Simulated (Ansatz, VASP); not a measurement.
# One calculation of Tl, two programs

File INCAR:

```
SYSTEM = Tl
PREC = Accurate
ENCUT = 520
EDIFF = 1E-7
ISMEAR = -1
SIGMA = 0.05
LREAL = .FALSE.
LASPH = .TRUE.
NELM = 60
ALGO = Normal
ISIF = 2
LWAVE = .FALSE.
LCHARG = .FALSE.
GGA = CA
NBANDS = 20
```

Contents of KPOINTS:

```
Automatic mesh
0
G
  17 17 9
  0 0 0
```

File POSCAR:

```
Tl
1.0
    3.4063222006      0.0000000000      0.0000000000
   -1.7031611003      2.9499615592      0.0000000000
    0.0000000000      0.0000000000      5.4329154813
Tl
2
Direct
    0.3333333333      0.6666666667      0.2500000000
    0.6666666667      0.3333333333      0.7500000000
```

Input for Ansatz:

```yaml
crystal:
  lattice:
    - [3.4063222006, 0.0, 0.0]
    - [-1.7031611003, 2.9499615592, 0.0]
    - [0.0, 0.0, 5.4329154813]
  atoms:
    - { symbol: Tl, position: [0.3333333333, 0.6666666667, 0.25] }
    - { symbol: Tl, position: [0.6666666667, 0.3333333333, 0.75] }
kpoints:
  mp_grid: { grid: [17, 17, 9] }
scf:
  occupations: { method: fermi_dirac, width: 0.05 }
hamiltonian:
  xc: lda
  pseudopotentials: { kind: all_electron, lapw: { basis_error: 0.0005 } }
output:
  forces: true
  stress: true
  eigenvalues: true
```

Alike in both runs: task single point; functional LDA; k mesh 17 × 17 × 9; occupations fermi-dirac, width 0.05 eV; no spin polarisation.

|  | VASP | Ansatz |
| --- | --- | --- |
| version | VASP 6.6.1 | Ansatz 0.2.0 |
| potentials or method | VASP PAW LDA potentials, release 64 (Tl_d), cutoff 520 eV | all-electron LAPW, scalar-relativistic |

Ansatz gave:

* pressure (GPa): 0.0
* traceless stress, the component that is largest in VASP (GPa): 0.04

Question: What did VASP give for the same quantities?

Answer: Pressure (GPa): 0.1; traceless stress, the component that is largest in VASP (GPa): 0.06.

LDA's correlation is that of Perdew and Zunger in VASP and of Perdew and Wang (1992) in Ansatz. Ansatz ran all-electron here, and VASP with PAW potentials.

Neither program's run includes spin-orbit coupling.
